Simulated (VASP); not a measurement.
# GaIr (Pm-3m) in VASP: single point with LDA

Aim: the single point of GaIr with LDA.

All numbers are computed with VASP 6.6.1; they aren't measurements. Logs are shortened: lines on timing, memory, paths and dates and some standing lists are left out, and cuts for length are marked.

## 1. The cell of the first run

It takes space group Pm-3m (No. 221, cubic). The conventional cell has a = 3.004 Å, b = 3.004 Å, c = 3.004 Å, α = 90.00°, β = 90.00°, γ = 90.00°. Ga (site symmetry m-3m) has 8 Ir at 2.60 Å and 6 Ga at 3.00 Å within 3.4 Å. Ir (site symmetry m-3m) has 8 Ga at 2.60 Å and 6 Ir at 3.00 Å within 3.4 Å.

## 2. Single point, LDA

Input file INCAR:

```
PREC     = Accurate       # precision mode
ENCUT    = 520            # plane-wave cutoff, eV
EDIFF    = 1E-7           # SCF threshold, eV
ISMEAR   = -1             # smearing method
SIGMA    = 0.1            # smearing width, eV
LREAL    = False          # projectors in reciprocal space
LASPH    = True           # aspherical terms in the spheres
NELM     = 80             # most SCF steps
ALGO     = Normal         # electronic algorithm
ISIF     = 2              # what is computed and relaxed
LWAVE    = False          # write WAVECAR
LCHARG   = True           # write CHGCAR
GGA      = CA             # functional
LELF     = True           # ELF
LVHAR    = True         
NBANDS   = 18             # bands
```

Input file KPOINTS:

```
regular mesh
0
Gamma
  10 10 10
```

Input file POSCAR:

```
GaIr
1.0
    3.0040000000      0.0000000000      0.0000000000
    0.0000000000      3.0040000000      0.0000000000
    0.0000000000      0.0000000000      3.0040000000
Ga Ir
1 1
Direct
    0.0000000000      0.0000000000      0.0000000000
    0.5000000000      0.5000000000      0.5000000000
```

Potentials or basis: VASP PAW LDA potentials, release 64 (Ga_d, Ir).

Started as:

```bash
$ cat potpaw_LDA.64/Ga_d/POTCAR potpaw_LDA.64/Ir/POTCAR > POTCAR
$ mpirun -np 1 vasp_std > vasp.out
```

OUTCAR:

```text
PREC = Accurate
   ENCUT = 520
   EDIFF = 1E-7
   ISMEAR = -1
   LREAL = False
   LASPH = True
   NELM = 80
   ISIF = 2
   GGA = CA

 ion  position               nearest neighbor table
   1  0.000  0.000  0.000-   2 2.60   2 2.60   2 2.60   2 2.60   2 2.60   2 2.60   2 2.60   2 2.60

   2  0.500  0.500  0.500-   1 2.60   1 2.60   1 2.60   1 2.60   1 2.60   1 2.60   1 2.60   1 2.60

  LATTYP: Found a simple cubic cell.
 ALAT       =     3.0040000000

  Lattice vectors:

 A1 = (   3.0040000000,   0.0000000000,   0.0000000000)
 A2 = (   0.0000000000,   3.0040000000,   0.0000000000)
 A3 = (   0.0000000000,   0.0000000000,   3.0040000000)

Analysis of symmetry for initial positions (statically):
=====================================================================
 Subroutine PRICEL returns:
 Original cell was already a primitive cell.

 Routine SETGRP: Setting up the symmetry group for a
 simple cubic supercell.

 Subroutine GETGRP returns: Found 48 space group operations
 (whereof 48 operations were pure point group operations)
 out of a pool of 48 trial point group operations.

The static configuration has the point symmetry O_h .

Analysis of symmetry for dynamics (positions and initial velocities):
=====================================================================
 Subroutine PRICEL returns:
 Original cell was already a primitive cell.

 Routine SETGRP: Setting up the symmetry group for a
 simple cubic supercell.

 Subroutine GETGRP returns: Found 48 space group operations
 (whereof 48 operations were pure point group operations)
 out of a pool of 48 trial point group operations.

The dynamic configuration has the point symmetry O_h .

 Subroutine INISYM returns: Found 48 space group operations
 (whereof 48 operations are pure point group operations),
 and found     1 'primitive' translations

----------------------------------------------------------------------------------------

                                     Primitive cell

  volume of cell :      27.1081

  direct lattice vectors                    reciprocal lattice vectors
     3.004000000  0.000000000  0.000000000     0.332889481  0.000000000  0.000000000
     0.000000000  3.004000000  0.000000000     0.000000000  0.332889481  0.000000000
     0.000000000  0.000000000  3.004000000     0.000000000  0.000000000  0.332889481

  length of vectors
     3.004000000  3.004000000  3.004000000     0.332889481  0.332889481  0.332889481

  position of ions in fractional coordinates (direct lattice)
     0.000000000  0.000000000  0.000000000
     0.500000000  0.500000000  0.500000000

  ion indices of the primitive-cell ions
   primitive index   ion index
                 1           1
                 2           2

----------------------------------------------------------------------------------------

 KPOINTS: regular mesh

Automatic generation of k-mesh.
 Grid dimensions read from file:
 generate k-points for:   10   10   10

 Generating k-lattice:

  Cartesian coordinates                     Fractional coordinates (reciprocal lattice)
     0.033288948  0.000000000  0.000000000     0.100000000  0.000000000  0.000000000
     0.000000000  0.033288948  0.000000000     0.000000000  0.100000000  0.000000000
     0.000000000  0.000000000  0.033288948     0.000000000  0.000000000  0.100000000

  Length of vectors
     0.033288948  0.033288948  0.033288948

  Shift w.r.t. Gamma in fractional coordinates (k-lattice)
     0.000000000  0.000000000  0.000000000

 Subroutine IBZKPT returns following result:
 ===========================================

 Found     56 irreducible k-points:

 Following reciprocal coordinates:
            Coordinates               Weight
  0.000000  0.000000  0.000000      1.000000
  0.100000  0.000000  0.000000      6.000000
  0.200000  0.000000  0.000000      6.000000
  0.300000  0.000000  0.000000      6.000000
  0.400000  0.000000  0.000000      6.000000
  0.500000  0.000000  0.000000      3.000000
[... 16 lines left out ...]
  0.200000  0.100000  0.100000     24.000000
  0.300000  0.100000  0.100000     24.000000
 [... further k-points ...]
   k-points           NKPTS =     56   k-points in BZ     NKDIM =     56   number of bands    NBANDS=     18
   number of dos      NEDOS =    301   number of ions     NIONS =      2
   total plane-waves  NPLWV =  13824
   dimension x,y,z NGX =    24 NGY =   24 NGZ =   24
   dimension x,y,z NGXF=    48 NGYF=   48 NGZF=   48
   ions per type =               1   1
   NGX,Y,Z   is equivalent  to a cutoff of  13.28, 13.28, 13.28 a.u.
   NGXF,Y,Z  is equivalent  to a cutoff of  26.56, 26.56, 26.56 a.u.
 SYSTEM =  unknown system
   PREC   = accura    normal or accurate (medium, high low for compatibility)
   ISTART =      0    job   : 0-new  1-cont  2-samecut
   ICHARG =      2    charge: 1-file 2-atom 10-const
   ISPIN  =      1    spin polarized calculation?
   LNONCOLLINEAR =      F non collinear calculations
   LSORBIT =      F    spin-orbit coupling
   LASPH  =      T    aspherical Exc in radial PAW
   ENCUT  =  520.0 eV  38.22 Ry    6.18 a.u.   5.59  5.59  5.59*2*pi/ulx,y,z
   NELM   =     80;   NELMIN=  2; NELMDL= -5     # of ELM steps
   EDIFF  = 0.1E-06   stopping-criterion for ELM
   LREAL  =      F    real-space projection
   EDIFFG = 0.1E-05   stopping-criterion for IOM
   NSW    =      0    number of steps for IOM
   IBRION =     -1    ionic relax: 0-MD 1-quasi-New 2-CG
   NFREE  =      0    steps in history (QN), initial steepest desc. (CG)
   ISIF   =      2    stress and relaxation
   ISYM   =      2    0-nonsym 1-usesym 2-fastsym
   POTIM  = 0.5000    time-step for ionic-motion
   TEBEG  =    0.0;   TEEND  =   0.0 temperature during run
   PSTRESS=    0.0 pullay stress
   NELECT =      22.0000    total number of electrons
   NUPDOWN=      -1.0000    fix difference up-down
   EMIN   =  10.00;   EMAX   =-10.00  energy-range for DOS
   EFERMI =   0.00;   METHOD = LEGACY
   ISMEAR =    -1;   SIGMA  =   0.10  broadening in eV -4-tet -1-fermi 0-gaus
   EFERMI_NEDOS =   21; number of points for ismear=-14 and -15
   IALGO  =     38    algorithm
   IMIX   =      4    mixing-type and parameters
     AMIX     =   0.40;   BMIX     =  1.00
     AMIX_MAG =   1.60;   BMIX_MAG =  1.00
  volume/ion in A,a.u.               =      13.55        91.47
  Fermi-wavevector in a.u.,A,eV,Ry     =   1.527035  2.885679 31.726574  2.331837
  Thomas-Fermi vector in A             =   2.634987
   LORBIT       =      0    0 simple, 1 ext, 2 COOP (PROOUT), +10 PAW based schemes
   GGA     = CA    functional components
   LHFCALC =     F    Hartree Fock is set to
   AEXX    =    0.0000 exact exchange contribution
   IVDW    =     0    specifies the selected vdW correction
   LEPSILON=     F    determine dielectric tensor
   LRPA    =     F    only Hartree local field effects (RPA)
 non-spin polarized calculation
  energy-cutoff  :      520.00
  volume of cell :       27.11
 maximum number of plane-waves:       740
 NGX is ok and might be reduce to    24
   NGX = 11   NGY = 11   NGZ = 11

 number of electron      22.0000007 magnetization

 Free energy of the ion-electron system (eV)
  ---------------------------------------------------
  ext. energy  EPLUGINS =         0.00000000
  ---------------------------------------------------
  free energy    TOTEN  =       -14.78575087 eV

  energy without entropy =      -14.76118281  energy(sigma->0) =      -14.77346684

 E-fermi :  10.0057     XC(G=0): -13.7831

 val. band max:        9.9835237007   @ k =   0.5000   0.4000   0.0000
 cond. band min:      10.0829927647   @ k =   0.5000   0.3000   0.3000
 fundamental gap:      0.0994690640
 Fermi energy:        10.0056740535

 k-point     1 :       0.0000    0.0000    0.0000
  band No.  band energies     occupation
      1      -5.7256      2.00000
      2      -5.7256      2.00000
      3      -5.4620      2.00000
      4      -5.4620      2.00000
      5      -5.4620      2.00000
      6      -3.0269      2.00000
[... 10 lines left out ...]
     17      22.7639      0.00000
     18      28.2654      0.00000

 k-point     2 :       0.1000    0.0000    0.0000
  band No.  band energies     occupation
      1      -5.7189      2.00000
      2      -5.7014      2.00000
      3      -5.4669      2.00000
      4      -5.4669      2.00000
      5      -5.4589      2.00000
      6      -2.8248      2.00000
[... 10 lines left out ...]
     17      23.4944      0.00000
     18      28.3568      0.00000

 k-point     3 :       0.2000    0.0000    0.0000
  band No.  band energies     occupation
      1      -5.7014      2.00000
      2      -5.6389      2.00000
      3      -5.4796      2.00000
      4      -5.4796      2.00000
      5      -5.4508      2.00000
      6      -2.2302      2.00000
[... 10 lines left out ...]
     17      25.8961      0.00000
     18      27.7912      0.00000

 k-point     4 :       0.3000    0.0000    0.0000
  band No.  band energies     occupation
      1      -5.6796      2.00000
      2      -5.5630      2.00000
      3      -5.4951      2.00000
      4      -5.4951      2.00000
      5      -5.4406      2.00000
      6      -1.2766      2.00000
[... 10 lines left out ...]
     17      25.8169      0.00000
     18      25.8742      0.00000

 k-point     5 :       0.4000    0.0000    0.0000
  band No.  band energies     occupation
      1      -5.6620      2.00000
      2      -5.5076      2.00000
      3      -5.5076      2.00000
      4      -5.5026      2.00000
      5      -5.4324      2.00000
      6      -0.0192      2.00000
[... 10 lines left out ...]
     17      23.5278      0.00000
     18      23.5280      0.00000

 k-point     6 :       0.5000    0.0000    0.0000
  band No.  band energies     occupation
      1      -5.6553      2.00000
      2      -5.5123      2.00000
      3      -5.5123      2.00000
      4      -5.4797      2.00000
      5      -5.4293      2.00000
      6       1.3341      2.00000
[... 10 lines left out ...]
     17      21.5695      0.00000
     18      21.5695      0.00000

 k-point     7 :       0.1000    0.1000    0.0000
  band No.  band energies     occupation
      1      -5.7044      2.00000
      2      -5.6858      2.00000
      3      -5.4743      2.00000
      4      -5.4722      2.00000
      5      -5.4571      2.00000
      6      -2.6235      2.00000
[... 10 lines left out ...]
     17      23.3890      0.00000
     18      28.3388      0.00000

 k-point     8 :       0.2000    0.1000    0.0000
  band No.  band energies     occupation
      1      -5.6854      2.00000
      2      -5.6266      2.00000
      3      -5.4926      2.00000
      4      -5.4853      2.00000
      5      -5.4531      2.00000
      6      -2.0333      2.00000
[... 10 lines left out ...]
     17      25.5901      0.00000
     18      26.5719      0.00000
[... 229 lines left out ...]
     17      23.2964      0.00000
     18      26.5112      0.00000

 k-point    20 :       0.5000    0.4000    0.0000
  band No.  band energies     occupation
      1      -5.7213      2.00000
      2      -5.6028      2.00000
      3      -5.5680      2.00000
      4      -5.5606      2.00000
      5      -5.3228      2.00000
      6       1.3990      2.00000
[... 10 lines left out ...]
     17      23.2182      0.00000
     18      26.8795      0.00000

 k-point    21 :       0.5000    0.5000    0.0000
  band No.  band energies     occupation
      1      -5.7412      2.00000
      2      -5.6024      2.00000
      3      -5.5740      2.00000
      4      -5.5740      2.00000
      5      -5.3023      2.00000
      6       1.3850      2.00000
[... 10 lines left out ...]
     17      22.6354      0.00000
     18      26.4264      0.00000

 k-point    22 :       0.1000    0.1000    0.1000
  band No.  band energies     occupation
      1      -5.6803      2.00000
      2      -5.6803      2.00000
      3      -5.4774      2.00000
      4      -5.4774      2.00000
      5      -5.4626      2.00000
      6      -2.4242      2.00000
[... 10 lines left out ...]
     17      22.9129      0.00000
     18      28.4163      0.00000

 k-point    23 :       0.2000    0.1000    0.1000
  band No.  band energies     occupation
      1      -5.6659      2.00000
      2      -5.6181      2.00000
      3      -5.4980      2.00000
      4      -5.4907      2.00000
      5      -5.4632      2.00000
      6      -1.8414      2.00000
[... 10 lines left out ...]
     17      25.3783      0.00000
     18      26.0348      0.00000

 k-point    24 :       0.3000    0.1000    0.1000
  band No.  band energies     occupation
      1      -5.6481      2.00000
      2      -5.5428      2.00000
      3      -5.5256      2.00000
      4      -5.5071      2.00000
      5      -5.4600      2.00000
      6      -0.9162      2.00000
[... 10 lines left out ...]
     17      23.7719      0.00000
     18      25.7752      0.00000

 [... further k-points ...]

------------------------ aborting loop because EDIFF is reached ----------------------------------------

  FORCE on cell =-STRESS in cart. coord.  units (eV):
  Direction    XX          YY          ZZ          XY          YZ          ZX
  --------------------------------------------------------------------------------------
  -------------------------------------------------------------------------------------
  Total       -0.0154804     -0.0154804     -0.0154804     -0.0000000     -0.0000000      0.0000000
  in kB       -0.9149402     -0.9149402     -0.9149402     -0.0000000     -0.0000000      0.0000000
  external PRESSURE =      -0.9149402 kB  Pullay stress =       0.0000000 kB

 VOLUME and BASIS-vectors are now :
 -----------------------------------------------------------------------------
  energy-cutoff  :      520.00
  volume of cell :       27.11
      direct lattice vectors                 reciprocal lattice vectors
     3.004000000  0.000000000  0.000000000     0.332889481  0.000000000  0.000000000
     0.000000000  3.004000000  0.000000000     0.000000000  0.332889481  0.000000000
     0.000000000  0.000000000  3.004000000     0.000000000  0.000000000  0.332889481

 POSITION                                       TOTAL-FORCE (eV/Angst)
 -----------------------------------------------------------------------------------
      0.00000      0.00000      0.00000         0.000000      0.000000      0.000000
      1.50200      1.50200      1.50200         0.000000      0.000000      0.000000
 -----------------------------------------------------------------------------------
    total drift:                                0.000000      0.000000     -0.000000

  FREE ENERGIE OF THE ION-ELECTRON SYSTEM (eV)
  ---------------------------------------------------
  free  energy   TOTEN  =       -14.7857508705 eV

  energy  without entropy=      -14.7611828123  energy(sigma->0) =      -14.77346684
```

Run time: 39 s. Hardware: 1 thread of AMD EPYC 7R13, shared host; peak memory 0.12 GiB.

What came out:

```
Free energy            : -14.7858 eV
Pressure               : -0.1 GPa
Band gap on the k mesh : zero (band 11 reaches 10.44 eV, above the bottom of band 12 at 9.82 eV)
```

Caveat: spin-orbit coupling is left out, which moves the levels of the heavy elements.
